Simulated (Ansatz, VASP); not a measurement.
## Two plane-wave programs on Cu3N

INCAR

```
PREC     = Accurate       # precision mode
ENCUT    = 600            # plane-wave cutoff, eV
EDIFF    = 1E-7           # SCF threshold, eV
ISMEAR   = -1             # smearing method
SIGMA    = 0.1            # smearing width, eV
LREAL    = False          # projectors in reciprocal space
LASPH    = True           # aspherical terms in the spheres
NELM     = 120            # most SCF steps
ALGO     = Normal         # electronic algorithm
ISIF     = 3              # what is computed and relaxed
LWAVE    = False          # write WAVECAR
LCHARG   = False          # write CHGCAR
GGA      = CA             # functional
IBRION   = 2              # ionic algorithm
NSW      = 80             # ionic steps
EDIFFG   = -0.01          # ionic threshold
GGA_COMPAT= False        
NELMIN   = 4
```

KPOINTS

```
regular mesh
0
Gamma
  8 8 8
```

POSCAR

```
Cu3N
1.0
    3.8070000000      0.0000000000      0.0000000000
    0.0000000000      3.8070000000      0.0000000000
    0.0000000000      0.0000000000      3.8070000000
Cu N
3 1
Direct
    0.5000000000      0.0000000000      0.0000000000
    0.0000000000      0.5000000000      0.0000000000
    0.0000000000      0.0000000000      0.5000000000
    0.0000000000      0.0000000000      0.0000000000
```

Input for Ansatz:

```yaml
crystal:
  lattice:
    - [3.807, 0.0, 0.0]
    - [0.0, 3.807, 0.0]
    - [0.0, 0.0, 3.807]
  atoms:
    - { symbol: Cu, position: [0.5, 0.0, 0.0] }
    - { symbol: Cu, position: [0.0, 0.5, 0.0] }
    - { symbol: Cu, position: [0.0, 0.0, 0.5] }
    - { symbol: "N", position: [0.0, 0.0, 0.0] }
  symmetry: { tolerance: 0.0003 }
hamiltonian:
  xc: lda
  pseudopotentials: { kind: paw, azcp: { folder: soft_1 } }
basis:
  ecutwfc: 420
magnetization:
  spin_polarized: false
scf:
  occupations: { method: fermi_dirac, width: 0.1 }
kpoints:
  mp_grid: { grid: [8, 8, 8], shift: [0, 0, 0] }
output:
  forces: true
  stress: true
  eigenvalues: true
relax:
  max_steps: 60
  cell: {}
```

Alike in both runs: task relaxation of cell and atoms; functional LDA; k mesh 8 × 8 × 8; occupations fermi-dirac, width 0.1 eV; no spin polarisation.

```csv
,VASP,Ansatz
version,VASP 6.6.1,Ansatz 0.2.0
potentials or method,"VASP PAW LDA potentials, release 64 (Cu, N), cutoff 600 eV",PAW plane waves
valence electrons in the cell,38,62
```

```csv
,VASP,Ansatz,Ansatz less VASP
relaxed volume (Å³/atom),12.95,12.86,-0.092
relaxed cell length with the largest relative difference (Å),3.727,3.719,-0.0088
```

Ansatz warns that its potentials were made for another functional, while VASP's fit it. LDA's correlation is that of Perdew and Zunger in VASP and of Perdew and Wang (1992) in Ansatz. VASP's potentials hold 38 valence electrons a cell and Ansatz's 62, so a difference there can come from the potentials and not from the codes.
